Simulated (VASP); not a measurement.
A run of VASP 6.6.1:

File INCAR:

```
SYSTEM = Mg8HO8
PREC = Accurate ; ENCUT = 520
EDIFF = 1E-6 ; ISMEAR = -1
SIGMA = 0.05 ; LREAL = Auto
LASPH = .TRUE. ; NELM = 150
ALGO = Normal ; ISIF = 2
LWAVE = .FALSE. ; LCHARG = .TRUE.
ISPIN = 2 ; MAGMOM = 0 0 0 0 0 0 0 0 0 0 0 0 0 0 0 0 1
LORBIT = 11 ; GGA = PE
LELF = .TRUE. ; LVHAR = .TRUE.
NBANDS = 50
```

File KPOINTS:

```
Automatic mesh
0
G
  2 2 2
  0 0 0
```

Contents of POSCAR:

```
Mg8HO8
1.0
    0.0000000000      3.8650000000      3.8650000000
    3.8650000000      0.0000000000      3.8650000000
    3.8650000000      3.8650000000      0.0000000000
Mg O H
8 8 1
Direct
   -0.0098318241     -0.0112807245      0.0139456662
   -0.0036481242      0.0046571798      0.5038809832
   -0.0047736093      0.4886287193      0.0155368693
   -0.0129495472      0.5125873221      0.4994695990
    0.5036610608      0.0126649418     -0.0052134541
    0.4906856404     -0.0079948254      0.5136093144
    0.5124708926      0.5195860285     -0.0241655886
    0.5001423027      0.4861190168      0.5013065977
    0.2552263907      0.2536222510      0.2439456662
    0.2390944373      0.2778007762      0.7467270375
    0.2620827943      0.7550970246      0.2315265201
    0.2454463131      0.7376843467      0.7593143596
    0.7440362225      0.2303492885      0.2540750323
    0.7607632600      0.2514747736      0.7398318241
    0.7673221216      0.7359120310      0.2600517464
    0.7569598965      0.7560284605      0.7438163001
    0.3823027167      0.8579042691      0.3711513583
```

Potentials or basis: VASP PAW PBE potentials, release 64 (Mg, O, H).

Command:

```sh
$ cat potpaw_PBE.64/Mg/POTCAR potpaw_PBE.64/O/POTCAR potpaw_PBE.64/H/POTCAR > POTCAR
$ mpirun -np 1 vasp_std > vasp.out
```

Hardware: 1 thread of AMD EPYC 9R45 96-Core Processor (Zen 5) (shared host).

Estimate the wall time of this run.

Run time: 2 min on 1 thread of AMD EPYC 9R45 96-Core Processor (Zen 5), with other jobs on the host, peak memory 0.31 GiB. Counts: scf iterations 14, k points 8.
